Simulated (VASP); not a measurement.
# MnO (Pm-3m) in VASP: a series of runs

The runs below take MnO through single point, relaxation of cell and atoms, with PBE-based screened hybrid with 30 % exact exchange, PBE-based screened hybrid with 15 % exact exchange, PBE-based screened hybrid with 20 % exact exchange, PBEsol-based global hybrid with 25 % exact exchange, HSE06.

All numbers are computed with VASP 6.6.1; they aren't measurements. Logs are shortened: lines on timing, memory, paths and dates and some standing lists are left out, and cuts for length are marked.

### Step 1. The cell of the first run

It takes space group Pm-3m (No. 221, cubic). The conventional cell has a = 2.672 Å, b = 2.672 Å, c = 2.672 Å, α = 90.00°, β = 90.00°, γ = 90.00°. Mn (site symmetry m-3m) has 8 O at 2.31 Å and 6 Mn at 2.67 Å within 3.1 Å. O (site symmetry m-3m) has 8 Mn at 2.31 Å and 6 O at 2.67 Å within 3.1 Å.

### Step 2. Single point, PBE-based screened hybrid with 30 % exact exchange, collinear spin, ferromagnetic start

POSCAR reads:

```
MnO
1.0
    2.6723886600      0.0000000000      0.0000000000
    0.0000000000      2.6723886600      0.0000000000
    0.0000000000      0.0000000000      2.6723886600
Mn O
1 1
Direct
    0.0000000000      0.0000000000      0.0000000000
    0.5000000000      0.5000000000      0.5000000000
```

INCAR.step1 reads:

```
SYSTEM = MnO
PREC = Accurate
ENCUT = 520
EDIFF = 1E-5
ISMEAR = -1
SIGMA = 0.05
LREAL = .False.
LASPH = .True.
NELM = 150
ALGO = Normal
ISIF = 2
LWAVE = .True.
LCHARG = .False.
ISPIN = 2
MAGMOM = 4 0
LORBIT = 11
LMAXMIX = 4
NBANDS = 20
GGA = PE
```

INCAR.step2 reads:

```
SYSTEM = MnO
PREC = Accurate
ENCUT = 520
EDIFF = 1E-6
ISMEAR = -1
SIGMA = 0.05
LREAL = .False.
LASPH = .True.
NELM = 150
ALGO = Normal
ISIF = 2
LWAVE = .False.
LCHARG = .False.
ISPIN = 2
MAGMOM = 4 0
LORBIT = 11
LMAXMIX = 4
GGA = PE
LHFCALC = .True.
AEXX = 0.3
HFSCREEN = 0.2
PRECFOCK = Normal
NBANDS = 20
ISTART = 1
```

KPOINTS reads:

```
Automatic mesh
0
Gamma
  5 5 5
  0 0 0
```

Potentials or basis: VASP PAW PBE potentials, release 64 (Mn_pv, O).

On the command line:

```
> cat potpaw_PBE.64/Mn_pv/POTCAR potpaw_PBE.64/O/POTCAR > POTCAR
> cp INCAR.step1 INCAR
> mpirun -np 1 vasp_std > vasp.out
> cp INCAR.step2 INCAR
> mpirun -np 1 vasp_std > vasp.out
```

OUTCAR:

```text
SYSTEM = MnO
   PREC = Accurate
   ENCUT = 520
   EDIFF = 1E-6
   ISMEAR = -1
   LREAL = .False.
   LASPH = .True.
   NELM = 150
   ISIF = 2
   ISPIN = 2
   LORBIT = 11
   GGA = PE
   LHFCALC = .True.
   AEXX = 0.3
   HFSCREEN = 0.2
   PRECFOCK = Normal
   ISTART = 1

 ion  position               nearest neighbor table
   1  0.000  0.000  0.000-   2 2.31   2 2.31   2 2.31   2 2.31   2 2.31   2 2.31   2 2.31   2 2.31

   2  0.500  0.500  0.500-   1 2.31   1 2.31   1 2.31   1 2.31   1 2.31   1 2.31   1 2.31   1 2.31

  LATTYP: Found a simple cubic cell.
 ALAT       =     2.6723886600

  Lattice vectors:

 A1 = (   2.6723886600,   0.0000000000,   0.0000000000)
 A2 = (   0.0000000000,   2.6723886600,   0.0000000000)
 A3 = (   0.0000000000,   0.0000000000,   2.6723886600)

Analysis of symmetry for initial positions (statically):
=====================================================================
 Subroutine PRICEL returns:
 Original cell was already a primitive cell.

 Routine SETGRP: Setting up the symmetry group for a
 simple cubic supercell.

 Subroutine GETGRP returns: Found 48 space group operations
 (whereof 48 operations were pure point group operations)
 out of a pool of 48 trial point group operations.

The static configuration has the point symmetry O_h .

Analysis of symmetry for dynamics (positions and initial velocities):
=====================================================================
 Subroutine PRICEL returns:
 Original cell was already a primitive cell.

 Routine SETGRP: Setting up the symmetry group for a
 simple cubic supercell.

 Subroutine GETGRP returns: Found 48 space group operations
 (whereof 48 operations were pure point group operations)
 out of a pool of 48 trial point group operations.

The dynamic configuration has the point symmetry O_h .

Analysis of structural, dynamic, and magnetic symmetry:
=====================================================================
 Subroutine PRICEL returns:
 Original cell was already a primitive cell.

 Routine SETGRP: Setting up the symmetry group for a
 simple cubic supercell.

 Subroutine GETGRP returns: Found 48 space group operations
 (whereof 48 operations were pure point group operations)
 out of a pool of 48 trial point group operations.

The overall configuration has the point symmetry O_h .

 Subroutine INISYM returns: Found 48 space group operations
 (whereof 48 operations are pure point group operations),
 and found     1 'primitive' translations

----------------------------------------------------------------------------------------

                                     Primitive cell

  volume of cell :      19.0853

  direct lattice vectors                    reciprocal lattice vectors
     2.672388660  0.000000000  0.000000000     0.374197068  0.000000000  0.000000000
     0.000000000  2.672388660  0.000000000     0.000000000  0.374197068  0.000000000
     0.000000000  0.000000000  2.672388660     0.000000000  0.000000000  0.374197068

  length of vectors
     2.672388660  2.672388660  2.672388660     0.374197068  0.374197068  0.374197068

  position of ions in fractional coordinates (direct lattice)
     0.000000000  0.000000000  0.000000000
     0.500000000  0.500000000  0.500000000

  ion indices of the primitive-cell ions
   primitive index   ion index
                 1           1
                 2           2

----------------------------------------------------------------------------------------

 KPOINTS: Automatic mesh

Automatic generation of k-mesh.
 Grid dimensions read from file:
 generate k-points for:    5    5    5

 Generating k-lattice:

  Cartesian coordinates                     Fractional coordinates (reciprocal lattice)
     0.074839414  0.000000000  0.000000000     0.200000000  0.000000000  0.000000000
     0.000000000  0.074839414  0.000000000     0.000000000  0.200000000  0.000000000
     0.000000000  0.000000000  0.074839414     0.000000000  0.000000000  0.200000000

  Length of vectors
     0.074839414  0.074839414  0.074839414

  Shift w.r.t. Gamma in fractional coordinates (k-lattice)
     0.000000000  0.000000000  0.000000000

 Subroutine IBZKPT returns following result:
 ===========================================

 Found     10 irreducible k-points:

 Following reciprocal coordinates:
            Coordinates               Weight
  0.000000  0.000000  0.000000      1.000000
  0.200000  0.000000  0.000000      6.000000
  0.400000  0.000000  0.000000      6.000000
  0.200000  0.200000  0.000000     12.000000
  0.400000  0.200000  0.000000     24.000000
  0.400000  0.400000  0.000000     12.000000
  0.200000  0.200000  0.200000      8.000000
  0.400000  0.200000  0.200000     24.000000
  0.400000  0.400000  0.200000     24.000000
  0.400000  0.400000  0.400000      8.000000
   k-points           NKPTS =     10   k-points in BZ     NKDIM =    125   number of bands    NBANDS=     20
   number of dos      NEDOS =    301   number of ions     NIONS =      2
   total plane-waves  NPLWV =   8000
   dimension x,y,z NGX =    20 NGY =   20 NGZ =   20
   dimension x,y,z NGXF=    40 NGYF=   40 NGZF=   40
   ions per type =               1   1
   NGX,Y,Z   is equivalent  to a cutoff of  12.44, 12.44, 12.44 a.u.
   NGXF,Y,Z  is equivalent  to a cutoff of  24.88, 24.88, 24.88 a.u.
 SYSTEM =  MnO
   PREC   = accura    normal or accurate (medium, high low for compatibility)
   ISTART =      1    job   : 0-new  1-cont  2-samecut
   ICHARG =      0    charge: 1-file 2-atom 10-const
   ISPIN  =      2    spin polarized calculation?
   LNONCOLLINEAR =      F non collinear calculations
   LSORBIT =      F    spin-orbit coupling
   LASPH  =      T    aspherical Exc in radial PAW
   ENCUT  =  520.0 eV  38.22 Ry    6.18 a.u.   4.97  4.97  4.97*2*pi/ulx,y,z
   NELM   =    150;   NELMIN=  2; NELMDL=  0     # of ELM steps
   EDIFF  = 0.1E-05   stopping-criterion for ELM
   LREAL  =      F    real-space projection
   EDIFFG = 0.1E-04   stopping-criterion for IOM
   NSW    =      0    number of steps for IOM
   IBRION =     -1    ionic relax: 0-MD 1-quasi-New 2-CG
   NFREE  =      0    steps in history (QN), initial steepest desc. (CG)
   ISIF   =      2    stress and relaxation
   ISYM   =      3    0-nonsym 1-usesym 2-fastsym
   POTIM  = 0.5000    time-step for ionic-motion
   TEBEG  =    0.0;   TEEND  =   0.0 temperature during run
   PSTRESS=    0.0 pullay stress
   NELECT =      19.0000    total number of electrons
   NUPDOWN=      -1.0000    fix difference up-down
   EMIN   =  10.00;   EMAX   =-10.00  energy-range for DOS
   EFERMI =   0.00;   METHOD = LEGACY
   ISMEAR =    -1;   SIGMA  =   0.05  broadening in eV -4-tet -1-fermi 0-gaus
   EFERMI_NEDOS =   21; number of points for ismear=-14 and -15
   IALGO  =     38    algorithm
   IMIX   =      1    mixing-type and parameters
     AMIX     =   0.40;   BMIX     =  1.00
     AMIX_MAG =   1.60;   BMIX_MAG =  1.00
  volume/ion in A,a.u.               =       9.54        64.40
  Fermi-wavevector in a.u.,A,eV,Ry     =   1.634656  3.089052 36.356137  2.672101
  Thomas-Fermi vector in A             =   2.726259
   LORBIT       =     11    0 simple, 1 ext, 2 COOP (PROOUT), +10 PAW based schemes
   GGA     = PE    functional components
   LHFCALC =     T    Hartree Fock is set to
   PRECFOCK=normal    Normal, Fast or Accurate (Low or Medium for compatibility)
   ENCUT4O =  -1.0   cutoff for four orbital integrals eV
   NKREDX  =     1    reduce k-point grid by
   NKREDY  =     1    reduce k-point grid by
   NKREDZ  =     1    reduce k-point grid by
   AEXX    =    0.3000 exact exchange contribution
   HFSCREEN=    0.2000 screening length (either q_TF or 0.3 A-1)
   HFSCREENC=   0.2000 screening length for correlation (either q_TF or 0.3 A-1)
   ENCUTFOCK=  -1.0 apply spherical cutoff to Coloumb kernel
   IVDW    =     0    specifies the selected vdW correction
   LEPSILON=     F    determine dielectric tensor
   LRPA    =     F    only Hartree local field effects (RPA)
 spin polarized calculation
  energy-cutoff  :      520.00
  volume of cell :       19.09
 maximum number of plane-waves:       521
 NGX is ok and might be reduce to    20
  NGX = 16; NGY = 16; NGZ = 16

 number of electron      19.0000027 magnetization       4.9941756

 Free energy of the ion-electron system (eV)
  ---------------------------------------------------
  ext. energy  EPLUGINS =         0.00000000
  ---------------------------------------------------
  free energy    TOTEN  =       -24.07696263 eV

  energy without entropy =      -24.07696263  energy(sigma->0) =      -24.07696263

 E-fermi :   8.1991     XC(G=0):  -9.8883

 val. band max:        6.8821804539   @ k =   0.4000   0.0000   0.0000
 cond. band min:       9.3612077426   @ k =   0.0000   0.0000   0.0000
 fundamental gap:      2.4790272887
 Fermi energy:         8.1991495349

 spin component 1

 k-point     1 :       0.0000    0.0000    0.0000
  band No.  band energies     occupation
      1     -47.3621      1.00000
      2     -47.3621      1.00000
      3     -47.3621      1.00000
      4     -14.7289      1.00000
      5       1.3408      1.00000
      6       1.3408      1.00000
[... 12 lines left out ...]
     19      38.4983      0.00000
     20      38.4983      0.00000

 k-point     2 :       0.2000    0.0000    0.0000
  band No.  band energies     occupation
      1     -47.4338      1.00000
      2     -47.3564      1.00000
      3     -47.3564      1.00000
      4     -14.3341      1.00000
      5       0.5607      1.00000
      6       1.4669      1.00000
[... 12 lines left out ...]
     19      34.4224      0.00000
     20      37.2113      0.00000
[... 142 lines left out ...]
      2     -47.5184      1.00000
      3     -47.3996      1.00000
      4     -12.7484      1.00000
      5      -0.1733      1.00000
      6       0.0310      1.00000
[... 12 lines left out ...]
     19      33.7075      0.00000
     20      39.2447      0.00000

 k-point    10 :       0.4000    0.4000    0.4000
  band No.  band energies     occupation
      1     -47.5082      1.00000
      2     -47.5063      1.00000
      3     -47.5063      1.00000
      4     -12.2252      1.00000
      5      -0.7777      1.00000
      6      -0.7777      1.00000
[... 12 lines left out ...]
     19      30.6304      0.00000
     20      43.1181      0.00000
 Fermi energy:         8.1991495349

 spin component 2

 k-point     1 :       0.0000    0.0000    0.0000
  band No.  band energies     occupation
      1     -40.2060      1.00000
      2     -40.2060      1.00000
      3     -40.2060      1.00000
      4     -14.0836      1.00000
      5       5.2224      1.00000
      6       5.2224      1.00000
[... 12 lines left out ...]
     19      39.4719      0.00000
     20      39.4719      0.00000

 k-point     2 :       0.2000    0.0000    0.0000
  band No.  band energies     occupation
      1     -40.2906      1.00000
      2     -40.1978      1.00000
      3     -40.1978      1.00000
      4     -13.6848      1.00000
      5       2.5913      1.00000
      6       5.1139      1.00000
[... 12 lines left out ...]
     19      36.5862      0.00000
     20      38.5808      0.00000
[... 143 lines left out ...]
      3     -40.2403      1.00000
      4     -12.0557      1.00000
      5       1.5015      1.00000
      6       1.6658      1.00000
[... 12 lines left out ...]
     19      35.9445      0.00000
     20      40.7261      0.00000

 k-point    10 :       0.4000    0.4000    0.4000
  band No.  band energies     occupation
      1     -40.3635      1.00000
      2     -40.3583      1.00000
      3     -40.3583      1.00000
      4     -11.5424      1.00000
      5       1.5417      1.00000
      6       1.5417      1.00000
[... 12 lines left out ...]
     19      32.6500      0.00000
     20      43.8242      0.00000

------------------------ aborting loop because EDIFF is reached ----------------------------------------

  FORCE on cell =-STRESS in cart. coord.  units (eV):
  Direction    XX          YY          ZZ          XY          YZ          ZX
  --------------------------------------------------------------------------------------
  -------------------------------------------------------------------------------------
  Total        1.8965068      1.8965068      1.8965068     -0.0000000      0.0000000     -0.0000000
  in kB      159.2084555    159.2084555    159.2084555     -0.0000000      0.0000000     -0.0000000
  external PRESSURE =     159.2084555 kB  Pullay stress =       0.0000000 kB

 VOLUME and BASIS-vectors are now :
 -----------------------------------------------------------------------------
  energy-cutoff  :      520.00
  volume of cell :       19.09
      direct lattice vectors                 reciprocal lattice vectors
     2.672388660  0.000000000  0.000000000     0.374197068  0.000000000  0.000000000
     0.000000000  2.672388660  0.000000000     0.000000000  0.374197068  0.000000000
     0.000000000  0.000000000  2.672388660     0.000000000  0.000000000  0.374197068

 POSITION                                       TOTAL-FORCE (eV/Angst)
 -----------------------------------------------------------------------------------
      0.00000      0.00000      0.00000         0.000000      0.000000      0.000000
      1.33619      1.33619      1.33619         0.000000      0.000000      0.000000
 -----------------------------------------------------------------------------------
    total drift:                                0.000001     -0.000000      0.000001

  FREE ENERGIE OF THE ION-ELECTRON SYSTEM (eV)
  ---------------------------------------------------
  free  energy   TOTEN  =       -24.0769626293 eV

  energy  without entropy=      -24.0769626293  energy(sigma->0) =      -24.07696263

 total charge

# of ion       s       p       d       tot
------------------------------------------
    1        0.204   6.190   4.963  11.357
    2        1.565   3.492   0.000   5.056
--------------------------------------------------
tot          1.769   9.682   4.963  16.414

 magnetization (x)

# of ion       s       p       d       tot
------------------------------------------
    1        0.024   0.031   4.539   4.593
    2        0.026   0.193   0.000   0.219
--------------------------------------------------
tot          0.050   0.223   4.539   4.812
```

It took 14 min on 1 thread of Intel Xeon Platinum 8259CL at 2.50GHz (Skylake/Cascade Lake), shared host; peak memory 0.24 GiB.

Results:

- Free energy: -24.0770 eV
- Pressure: 15.9 GPa
- Band gap on the k mesh: 2.48 eV (least direct gap 3.75 eV)
- Net moment: 4.99 μB per cell
- Site moments: Mn +4.59; O +0.22 μB
- Valence electrons inside the program's atomic spheres: Mn 11.36; O 5.06

Caveat: the k points lie up to 0.47 Å⁻¹ apart; the PAW data sets were made with another functional, which shifts forces and pressure a little; an odd mesh through Γ misses points on the zone boundary, where band edges can lie; a cell with one magnetic atom can't hold antiferromagnetic order, which such compounds often take.

### Step 3. Single point, PBE-based screened hybrid with 15 % exact exchange, collinear spin, ferromagnetic start

POSCAR is that of step 2.

INCAR.step1 reads:

```
SYSTEM = MnO
PREC     = Accurate       ! precision mode
ENCUT    = 520            ! plane-wave cutoff, eV
EDIFF    = 1E-5           ! SCF threshold, eV
ISMEAR   = -1             ! smearing method
SIGMA    = 0.05           ! smearing width, eV
LREAL    = .FALSE.        ! projectors in reciprocal space
LASPH    = .TRUE.         ! aspherical terms in the spheres
NELM     = 150            ! most SCF steps
ALGO     = Normal         ! electronic algorithm
ISIF     = 2              ! what is computed and relaxed
LWAVE    = .TRUE.         ! write WAVECAR
LCHARG   = .FALSE.        ! write CHGCAR
ISPIN    = 2              ! spin polarisation
MAGMOM   = 4 0            ! initial moments
LORBIT   = 11             ! projections on sites
LMAXMIX  = 4              ! l up to which the mixer works
NBANDS   = 20             ! bands
GGA      = PE             ! functional
```

INCAR.step2 reads:

```
SYSTEM = MnO
PREC     = Accurate       ! precision mode
ENCUT    = 520            ! plane-wave cutoff, eV
EDIFF    = 1E-7           ! SCF threshold, eV
ISMEAR   = -1             ! smearing method
SIGMA    = 0.05           ! smearing width, eV
LREAL    = .FALSE.        ! projectors in reciprocal space
LASPH    = .TRUE.         ! aspherical terms in the spheres
NELM     = 150            ! most SCF steps
ALGO     = Normal         ! electronic algorithm
ISIF     = 2              ! what is computed and relaxed
LWAVE    = .FALSE.        ! write WAVECAR
LCHARG   = .FALSE.        ! write CHGCAR
ISPIN    = 2              ! spin polarisation
MAGMOM   = 4 0            ! initial moments
LORBIT   = 11             ! projections on sites
LMAXMIX  = 4              ! l up to which the mixer works
GGA      = PE             ! functional
LHFCALC  = .TRUE.         ! exact exchange
AEXX     = 0.15           ! exact-exchange fraction
HFSCREEN = 0.2            ! screening, 1/A
PRECFOCK = Normal       
NBANDS   = 20             ! bands
ISTART   = 1
```

KPOINTS reads:

```
regular mesh
0
G
  5 5 5
  0 0 0
```

Potentials or basis: VASP PAW PBE potentials, release 64 (Mn_pv, O).

On the command line:

```
> cat potpaw_PBE.64/Mn_pv/POTCAR potpaw_PBE.64/O/POTCAR > POTCAR
> cp INCAR.step1 INCAR
> mpirun -np 1 vasp_std > vasp.out
> cp INCAR.step2 INCAR
> mpirun -np 1 vasp_std > vasp.out
```

Run time: 18 min. Hardware: 1 thread of Intel Xeon Platinum 8259CL at 2.50GHz (Skylake/Cascade Lake), shared host; peak memory 0.24 GiB.

It converged, with:

```
Free energy                                           : -19.5589 eV
Pressure                                              : 18.9 GPa
Band gap on the k mesh                                : 1.13 eV (least direct gap 1.86 eV)
Net moment                                            : 5.00 μB per cell
Site moments                                          : Mn +4.54; O +0.25 μB
Valence electrons inside the program's atomic spheres : Mn 11.38; O 5.03
```

Levels at points of the mesh, in eV from the valence-band top:
Spin up:
| k point | band 10 | band 11 | band 12 | band 13 | band 14 | band 15 |
| --- | --- | --- | --- | --- | --- | --- |
| (0.00, 0.00, 0.00) | -2.33 | -2.33 | -2.33 | 1.30 | 16.13 | 16.13 |
Spin down:
```csv
k point,band 3,band 4,band 5,band 6,band 7,band 8,band 9,band 10,band 11,band 12
"(0.00, 0.00, 0.00)",-46.28,-20.24,-1.92,-1.92,-1.92,1.13,1.13,3.26,4.92,4.92
```

Caveat: the k points lie up to 0.47 Å⁻¹ apart; the PAW data sets were made with another functional, which shifts forces and pressure a little; an odd mesh through Γ misses points on the zone boundary, where band edges can lie; a cell with one magnetic atom can't hold antiferromagnetic order, which such compounds often take.

(Continued in part 2 of 2.)
